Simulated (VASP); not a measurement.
**K: single point with BLYP**

K:

```
K
1.0
     4.40897    0.00000    0.00000
     0.00000    4.40897    0.00000
     0.00000    0.00000    4.40897
K
1
Direct
  0.00000 0.00000 0.00000
```

This isn't the form of K at room conditions, which is bcc.

* Program: VASP 6.6.1
* Task: single point
* Functional: BLYP
* Potentials or basis: VASP PAW PBE potentials, release 64 (K_sv)
* Cutoff: 520 eV
* k mesh: 12 × 12 × 12
* Occupations: fermi-dirac, width 0.1 eV
* Spin: no spin polarisation
* Dipole correction: no
* Further INCAR settings: ALGO = Normal; EDIFF = 1e-06; NBANDS = 10

```json
{"Pressure": "0.0 GPa", "Band gap on the k mesh": "zero (an odd number of electrons rules out a gap without spin polarisation)"}
```

Levels at points of the mesh, in eV from the Fermi level:
```
           k point  band 1  band 2  band 3  band 4  band 5  band 6  band 7  band 8
(0.00, 0.00, 0.00)  -32.42  -15.96  -15.96  -15.96   -1.95    2.70    2.70    5.68
(0.50, 0.00, 0.00)  -32.42  -16.03  -15.95  -15.95   -0.18    0.35    3.22    4.35
(0.50, 0.50, 0.00)  -32.42  -16.02  -16.02  -15.95    1.31    1.72    2.06    2.06
(0.50, 0.50, 0.50)  -32.42  -16.01  -16.01  -16.01    2.26    2.26    2.26    3.90
```

Run time: 58 s on 1 thread of Intel(R) Xeon(R) Platinum 8488C (Sapphire Rapids), with other jobs on the host, peak memory 0.22 GiB.

Caveat: the PAW data sets were made with another functional, which shifts forces and pressure a little.
